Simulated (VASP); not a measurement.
# Re (P6_3/mmc) in VASP: notebook

Re is run at these levels: RPBE, revPBE, BLYP, r2SCAN, PBE; tasks: single point.

Program: VASP 6.6.1. These are calculated values, not measurements. Logs are shortened: lines on timing, memory, paths and dates and some standing lists are left out, and cuts for length are marked.

## 1. The cell of the first run

It takes space group P6_3/mmc (No. 194, hexagonal). Conventional cell: a = 2.761 Å, b = 2.761 Å, c = 4.458 Å, α = 90.00°, β = 90.00°, γ = 120.00°. Re (site symmetry -6m2) has 12 Re at 2.74 to 2.76 Å within 3.6 Å.

## 2. Single point, RPBE

File INCAR:

```
  PREC = Accurate
  ENCUT = 520
  EDIFF = 1E-6
  ISMEAR = -1
  SIGMA = 0.05
  LREAL = F
  LASPH = T
  NELM = 60
  ALGO = Fast
  ISIF = 2
  LWAVE = F
  LCHARG = F
  GGA = RP
  NBANDS = 14
```

File KPOINTS:

```
Automatic mesh
0
Gamma
  6 6 4
```

File POSCAR:

```
Re
1.0
    2.7608000000      0.0000000000      0.0000000000
   -1.3804000000      2.3909229348      0.0000000000
    0.0000000000      0.0000000000      4.4582000000
Re
2
Direct
    0.6666666667      0.3333333333      0.7500000000
    0.3333333333      0.6666666667      0.2500000000
```

Potentials or basis: VASP PAW PBE potentials, release 64 (Re).

Command:

```
$ cat potpaw_PBE.64/Re/POTCAR > POTCAR
$ mpirun -np 1 vasp_std > vasp.out
```

OUTCAR:

```text
PREC = Accurate
   ENCUT = 520
   EDIFF = 1E-6
   ISMEAR = -1
   LREAL = F
   LASPH = T
   NELM = 60
   ISIF = 2
   GGA = RP

 ion  position               nearest neighbor table
   1  0.667  0.333  0.750-   2 2.74   2 2.74   2 2.74   2 2.74   2 2.74   2 2.74
   2  0.333  0.667  0.250-   1 2.74   1 2.74   1 2.74   1 2.74   1 2.74   1 2.74

  LATTYP: Found a hexagonal cell.
 ALAT       =     2.7608000000
 C/A-ratio  =     1.6148217908

  Lattice vectors:

 A1 = (   2.7608000000,   0.0000000000,   0.0000000000)
 A2 = (  -1.3804000000,   2.3909229348,   0.0000000000)
 A3 = (   0.0000000000,   0.0000000000,   4.4582000000)

Analysis of symmetry for initial positions (statically):
=====================================================================
 Subroutine PRICEL returns:
 Original cell was already a primitive cell.

 Routine SETGRP: Setting up the symmetry group for a
 hexagonal supercell.

 Subroutine GETGRP returns: Found 24 space group operations
 (whereof 12 operations were pure point group operations)
 out of a pool of 24 trial point group operations.

The static configuration has the point symmetry D_3d.
 The point group associated with its full space group is D_6h.

Analysis of symmetry for dynamics (positions and initial velocities):
=====================================================================
 Subroutine PRICEL returns:
 Original cell was already a primitive cell.

 Routine SETGRP: Setting up the symmetry group for a
 hexagonal supercell.

 Subroutine GETGRP returns: Found 24 space group operations
 (whereof 12 operations were pure point group operations)
 out of a pool of 24 trial point group operations.

The dynamic configuration has the point symmetry D_3d.
 The point group associated with its full space group is D_6h.

 Subroutine INISYM returns: Found 24 space group operations
 (whereof 12 operations are pure point group operations),
 and found     1 'primitive' translations

----------------------------------------------------------------------------------------

                                     Primitive cell

  volume of cell :      29.4280

  direct lattice vectors                    reciprocal lattice vectors
     2.760800000  0.000000000  0.000000000     0.362213851  0.209124264  0.000000000
    -1.380400000  2.390922935  0.000000000     0.000000000  0.418248529  0.000000000
     0.000000000  0.000000000  4.458200000     0.000000000  0.000000000  0.224305774

  length of vectors
     2.760800000  2.760800000  4.458200000     0.418248529  0.418248529  0.224305774

  position of ions in fractional coordinates (direct lattice)
     0.666666667  0.333333333  0.750000000
     0.333333333  0.666666667  0.250000000

  ion indices of the primitive-cell ions
   primitive index   ion index
                 1           1
                 2           2

----------------------------------------------------------------------------------------

 KPOINTS: Automatic mesh

Automatic generation of k-mesh.
 Grid dimensions read from file:
 generate k-points for:    6    6    4

 Generating k-lattice:

  Cartesian coordinates                     Fractional coordinates (reciprocal lattice)
     0.060368975  0.034854044  0.000000000     0.166666667 -0.000000000  0.000000000
     0.000000000  0.069708088  0.000000000     0.000000000  0.166666667  0.000000000
     0.000000000  0.000000000  0.056076443     0.000000000  0.000000000  0.250000000

  Length of vectors
     0.069708088  0.069708088  0.056076443

  Shift w.r.t. Gamma in fractional coordinates (k-lattice)
     0.000000000  0.000000000  0.000000000

 Subroutine IBZKPT returns following result:
 ===========================================

 Found     21 irreducible k-points:

 Following reciprocal coordinates:
            Coordinates               Weight
  0.000000  0.000000  0.000000      1.000000
  0.166667 -0.000000  0.000000      6.000000
  0.333333 -0.000000  0.000000      6.000000
  0.500000 -0.000000  0.000000      3.000000
  0.166667  0.166667  0.000000      6.000000
  0.333333  0.166667  0.000000     12.000000
[... 13 lines left out ...]
  0.333333  0.166667  0.500000     12.000000
  0.333333  0.333333  0.500000      2.000000
   k-points           NKPTS =     21   k-points in BZ     NKDIM =     21   number of bands    NBANDS=     14
   number of dos      NEDOS =    301   number of ions     NIONS =      2
   total plane-waves  NPLWV =  20736
   dimension x,y,z NGX =    24 NGY =   24 NGZ =   36
   dimension x,y,z NGXF=    48 NGYF=   48 NGZF=   72
   ions per type =               2
   NGX,Y,Z   is equivalent  to a cutoff of  14.45, 14.45, 13.42 a.u.
   NGXF,Y,Z  is equivalent  to a cutoff of  28.90, 28.90, 26.85 a.u.
 SYSTEM =  unknown system
   PREC   = accura    normal or accurate (medium, high low for compatibility)
   ISTART =      0    job   : 0-new  1-cont  2-samecut
   ICHARG =      2    charge: 1-file 2-atom 10-const
   ISPIN  =      1    spin polarized calculation?
   LNONCOLLINEAR =      F non collinear calculations
   LSORBIT =      F    spin-orbit coupling
   LASPH  =      T    aspherical Exc in radial PAW
   ENCUT  =  520.0 eV  38.22 Ry    6.18 a.u.   5.13  5.13  8.29*2*pi/ulx,y,z
   NELM   =     60;   NELMIN=  2; NELMDL= -5     # of ELM steps
   EDIFF  = 0.1E-05   stopping-criterion for ELM
   LREAL  =      F    real-space projection
   EDIFFG = 0.1E-04   stopping-criterion for IOM
   NSW    =      0    number of steps for IOM
   IBRION =     -1    ionic relax: 0-MD 1-quasi-New 2-CG
   NFREE  =      0    steps in history (QN), initial steepest desc. (CG)
   ISIF   =      2    stress and relaxation
   ISYM   =      2    0-nonsym 1-usesym 2-fastsym
   POTIM  = 0.5000    time-step for ionic-motion
   TEBEG  =    0.0;   TEEND  =   0.0 temperature during run
   PSTRESS=    0.0 pullay stress
   NELECT =      14.0000    total number of electrons
   NUPDOWN=      -1.0000    fix difference up-down
   EMIN   =  10.00;   EMAX   =-10.00  energy-range for DOS
   EFERMI =   0.00;   METHOD = LEGACY
   ISMEAR =    -1;   SIGMA  =   0.05  broadening in eV -4-tet -1-fermi 0-gaus
   EFERMI_NEDOS =   21; number of points for ismear=-14 and -15
   IALGO  =     68    algorithm
   IMIX   =      4    mixing-type and parameters
     AMIX     =   0.40;   BMIX     =  1.00
     AMIX_MAG =   1.60;   BMIX_MAG =  1.00
  volume/ion in A,a.u.               =      14.71        99.29
  Fermi-wavevector in a.u.,A,eV,Ry     =   1.278000  2.415070 22.222174  1.633284
  Thomas-Fermi vector in A             =   2.410568
   LORBIT       =      0    0 simple, 1 ext, 2 COOP (PROOUT), +10 PAW based schemes
   GGA     = RP    functional components
   LHFCALC =     F    Hartree Fock is set to
   AEXX    =    0.0000 exact exchange contribution
   IVDW    =     0    specifies the selected vdW correction
   LEPSILON=     F    determine dielectric tensor
   LRPA    =     F    only Hartree local field effects (RPA)
 non-spin polarized calculation
 RMM-DIIS sequential band-by-band and
  energy-cutoff  :      520.00
  volume of cell :       29.43
 maximum number of plane-waves:       808
 NGX is ok and might be reduce to    24
   NGX = 11   NGY = 11   NGZ = 17

 number of electron      14.0000000 magnetization

 Free energy of the ion-electron system (eV)
  ---------------------------------------------------
  ext. energy  EPLUGINS =         0.00000000
  ---------------------------------------------------
  free energy    TOTEN  =       -23.63302709 eV

  energy without entropy =      -23.62398344  energy(sigma->0) =      -23.62850526

 E-fermi :   7.9348     XC(G=0): -13.7060

 val. band max:        7.9315028853   @ k =   0.3333   0.3333   0.0000
 cond. band min:       8.0345425423   @ k =   0.3333   0.3333   0.5000
 fundamental gap:      0.1030396570
 Fermi energy:         7.9347537213

 k-point     1 :       0.0000    0.0000    0.0000
  band No.  band energies     occupation
      1      -1.8952      2.00000
      2       1.3484      2.00000
      3       6.3839      2.00000
      4       6.3890      2.00000
      5       6.3890      2.00000
      6       7.2256      2.00000
      7       7.2256      2.00000
      8       8.1476      0.02793
      9       8.1476      0.02793
     10       8.5590      0.00001
     11      11.3182      0.00000
     12      11.3182      0.00000
     13      17.9920      0.00000
     14      22.0751      0.00000

 k-point     2 :       0.1667   -0.0000    0.0000
  band No.  band energies     occupation
      1      -0.8206      2.00000
      2       2.2712      2.00000
      3       5.1729      2.00000
      4       5.9555      2.00000
      5       6.5153      2.00000
      6       7.4071      1.99995
      7       7.4396      1.99990
      8       7.5705      1.99863
      9       7.7460      1.95517
     10       8.1818      0.01420
     11      11.7590      0.00000
     12      14.4498      0.00000
     13      17.8137      0.00000
     14      24.1009      0.00000

 k-point     3 :       0.3333   -0.0000    0.0000
  band No.  band energies     occupation
      1       1.3393      2.00000
      2       2.5400      2.00000
      3       3.5725      2.00000
      4       5.2808      2.00000
      5       6.4300      2.00000
      6       6.5576      2.00000
      7       6.9313      2.00000
      8      10.0312      0.00000
      9      10.0460      0.00000
     10      10.5901      0.00000
     11      12.2070      0.00000
     12      17.1688      0.00000
     13      18.4370      0.00000
     14      20.2525      0.00000

 k-point     4 :       0.5000   -0.0000    0.0000
  band No.  band energies     occupation
      1       1.9908      2.00000
      2       2.1352      2.00000
      3       2.7117      2.00000
      4       6.0248      2.00000
      5       6.2171      2.00000
      6       6.5859      2.00000
      7       7.3610      1.99998
      8      11.9253      0.00000
      9      12.3234      0.00000
     10      12.4585      0.00000
     11      14.0119      0.00000
     12      15.0274      0.00000
     13      18.1747      0.00000
     14      20.4013      0.00000

 k-point     5 :       0.1667    0.1667    0.0000
  band No.  band energies     occupation
      1       0.9717      2.00000
      2       3.4414      2.00000
      3       4.1840      2.00000
      4       4.2281      2.00000
      5       6.0958      2.00000
      6       6.2296      2.00000
      7       7.5622      1.99884
      8       8.3134      0.00103
      9       9.5537      0.00000
     10      10.4619      0.00000
     11      11.8370      0.00000
[... 225 lines left out ...]
 k-point    19 :       0.1667    0.1667    0.5000
  band No.  band energies     occupation
      1       2.3483      2.00000
      2       2.3483      2.00000
      3       4.5435      2.00000
      4       4.5435      2.00000
      5       5.5586      2.00000
      6       5.5586      2.00000
      7       7.8840      1.46787
      8       7.8840      1.46787
      9      10.9059      0.00000
     10      10.9059      0.00000
     11      11.6061      0.00000
     12      11.6061      0.00000
     13      22.7263      0.00000
     14      22.7263      0.00000

 k-point    20 :       0.3333    0.1667    0.5000
  band No.  band energies     occupation
      1       2.4199      2.00000
      2       2.4199      2.00000
      3       4.4265      2.00000
      4       4.4265      2.00000
      5       6.3380      2.00000
      6       6.3380      2.00000
      7       8.2481      0.00379
      8       8.2481      0.00379
      9      11.8292      0.00000
     10      11.8292      0.00000
     11      14.0514      0.00000
     12      14.0514      0.00000
     13      19.5640      0.00000
     14      19.5640      0.00000

 k-point    21 :       0.3333    0.3333    0.5000
  band No.  band energies     occupation
      1       3.4210      2.00000
      2       3.4210      2.00000
      3       4.2281      2.00000
      4       4.2281      2.00000
      5       5.8113      2.00000
      6       5.8113      2.00000
      7       8.0345      0.23929
      8       8.0345      0.23929
      9      11.3213      0.00000
     10      11.3213      0.00000
     11      17.4829      0.00000
     12      17.4829      0.00000
     13      18.4425      0.00000
     14      18.4424      0.00000

------------------------ aborting loop because EDIFF is reached ----------------------------------------

  FORCE on cell =-STRESS in cart. coord.  units (eV):
  Direction    XX          YY          ZZ          XY          YZ          ZX
  --------------------------------------------------------------------------------------
  -------------------------------------------------------------------------------------
  Total        1.7041668      1.7041668      2.0081206     -0.0000000      0.0000000      0.0000000
  in kB       92.7817606     92.7817606    109.3302376     -0.0000000      0.0000000      0.0000000
  external PRESSURE =      98.2979196 kB  Pullay stress =       0.0000000 kB

 VOLUME and BASIS-vectors are now :
 -----------------------------------------------------------------------------
  energy-cutoff  :      520.00
  volume of cell :       29.43
      direct lattice vectors                 reciprocal lattice vectors
     2.760800000  0.000000000  0.000000000     0.362213851  0.209124264  0.000000000
    -1.380400000  2.390922935  0.000000000     0.000000000  0.418248529  0.000000000
     0.000000000  0.000000000  4.458200000     0.000000000  0.000000000  0.224305774

 POSITION                                       TOTAL-FORCE (eV/Angst)
 -----------------------------------------------------------------------------------
      1.38040      0.79697      3.34365        -0.000000      0.000000      0.000000
     -0.00000      1.59395      1.11455         0.000000     -0.000000      0.000000
 -----------------------------------------------------------------------------------
    total drift:                               -0.000000      0.000000     -0.000000

  FREE ENERGIE OF THE ION-ELECTRON SYSTEM (eV)
  ---------------------------------------------------
  free  energy   TOTEN  =       -23.6330270942 eV

  energy  without entropy=      -23.6239834353  energy(sigma->0) =      -23.62850526
```

It took 10 s on 1 thread of Intel Xeon 6975P-C, shared host; peak memory 0.15 GiB.

What came out:

```yaml
Free_energy: -23.6330 eV
Pressure: 9.8 GPa
Band_gap_on_the_k_mesh: zero (band 7 reaches 9.04 eV, above the bottom of band 8 at 6.26 eV)
```

Stress tensor (GPa, compression positive):
```
 9.28  0.00  0.00
 0.00  9.28  0.00
 0.00  0.00 10.93
```

Caveat: the k points lie up to 0.44 Å⁻¹ apart; the PAW data sets were made with another functional, which shifts forces and pressure a little; spin-orbit coupling is left out, which moves the levels of the heavy elements.

## 3. Single point, revPBE

File INCAR:

```
SYSTEM = Re
  ALGO = Fast
  EDIFF = 1E-7
  ENCUT = 520
  GGA = RE
  ISIF = 2
  ISMEAR = -1
  LASPH = .TRUE.
  LCHARG = .TRUE.
  LELF = .TRUE.
  LREAL = .FALSE.
  LVHAR = .TRUE.
  LWAVE = .FALSE.
  NBANDS = 14
  NELM = 100
  PREC = Accurate
  SIGMA = 0.05
```

File KPOINTS:

```
k-points
0
G
  6 6 4
  0 0 0
```

POSCAR is that of step 2.

Potentials or basis: VASP PAW PBE potentials, release 64 (Re).

Command:

```
$ cat potpaw_PBE.64/Re/POTCAR > POTCAR
$ mpirun -np 1 vasp_std > vasp.out
```

Run time: 12 s. Hardware: 1 thread of Intel Xeon 6975P-C, shared host; peak memory 0.15 GiB.

The run converged. Its results:

* Free energy: -23.8817 eV
* Pressure: 8.7 GPa
* Band gap on the k mesh: zero (band 7 reaches 9.02 eV, above the bottom of band 8 at 6.23 eV)

Stress tensor (GPa, compression positive):
```
8.15 0.00 0.00
0.00 8.15 0.00
0.00 0.00 9.77
```

Levels at points of the mesh, in eV from the Fermi level:
| k point | band 4 | band 5 | band 6 | band 7 | band 8 | band 9 | band 10 | band 11 |
| --- | --- | --- | --- | --- | --- | --- | --- | --- |
| (0.00, 0.00, 0.00) | -1.55 | -1.55 | -0.71 | -0.71 | 0.21 | 0.21 | 0.63 | 3.38 |
| (0.50, 0.00, 0.00) | -1.91 | -1.71 | -1.35 | -0.57 | 3.99 | 4.39 | 4.52 | 6.08 |
| (0.00, 0.00, 0.50) | -2.36 | -1.68 | -1.68 | -1.68 | -1.68 | 2.57 | 2.57 | 2.57 |
| (0.50, 0.00, 0.50) | -4.06 | 0.42 | 0.42 | 0.94 | 0.94 | 4.30 | 4.30 | 4.80 |

Caveat: the k points lie up to 0.44 Å⁻¹ apart; the PAW data sets were made with another functional, which shifts forces and pressure a little; spin-orbit coupling is left out, which moves the levels of the heavy elements.

(Continued in part 2 of 2.)
